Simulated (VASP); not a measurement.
Crystal: FeO.

```xyz
2
Lattice="0.0000 2.1554 2.1554 2.1554 0.0000 2.1554 2.1554 2.1554 0.0000" Properties=species:S:1:pos:R:3 pbc="T T T"
Fe    0.0000    0.0000    0.0000
O     2.1554    2.1554    2.1554
```

```yaml
Program: VASP 6.6.1
Task: relaxation of cell and atoms
Functional: PBEsol
Potentials_or_basis: VASP PAW PBE potentials, release 64 (Fe, O)
Cutoff: 600 eV
k_mesh: 8 × 8 × 8
Occupations: gaussian, width 0.1 eV
Spin: collinear spin, ferromagnetic start
Starting_moments: "[3.79, 0.36] μB"
```

At the start: pressure -8.4 GPa; volume 10.01 Å³/atom.

Question: Where does the relaxation end?

Answer: Over 3 steps the energy falls by 11.8 meV/atom and the volume is 9.58 Å³/atom (-4.3 %); space group Fm-3m (No. 225, to 0.05 Å); moment 4.00 μB per cell.

Step by step:
```csv
step,energy change (eV),largest force (eV/Å),pressure (GPa),volume (Å³)
1,0.0000,0.0000,-8.43,20.03
2,-0.0097,0.0000,7.33,18.54
3,-0.0237,0.0000,-0.06,19.16
```

Final structure:
```
CELL_PARAMETERS angstrom
0.00000 2.12402 2.12402
2.12402 0.00000 2.12402
2.12402 2.12402 0.00000
ATOMIC_POSITIONS crystal
Fe 0.00000 0.00000 0.00000
O 0.50000 0.50000 0.50000
```

Caveat: the PAW data sets were made with another functional, which shifts forces and pressure a little; a cell with one magnetic atom can't hold antiferromagnetic order, which such compounds often take.
